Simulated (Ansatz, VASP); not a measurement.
Two plane-wave programs on Ge

```xyz
2
Lattice="0.0000 2.7712 2.7712 2.7712 0.0000 2.7712 2.7712 2.7712 0.0000" Properties=species:S:1:pos:R:3 pbc="T T T"
Ge    4.1567    4.1567    4.1567
Ge    2.7712    2.7712    2.7712
```

Alike in both runs: task single point; functional PBEsol; k mesh 8 × 8 × 8; occupations fermi-dirac, width 0.05 eV; non-collinear spin, spin-orbit coupling.

|  | VASP | Ansatz |
| --- | --- | --- |
| version | VASP 6.6.1 | Ansatz 0.2.0 |
| potentials or method | VASP PAW PBE potentials, release 64 (Ge_d) | Ansatz PAW |
| plane-wave cutoff (eV) | 520 | 420 |
| valence electrons in the cell | 28 | 28 |

```tsv
	VASP	Ansatz	Ansatz less VASP
pressure (GPa)	5.5	5.6	+0.08
net moment per atom (μB)	0.00	0.00	0.000
```

VASP's potentials were made for PBE, not for PBEsol.
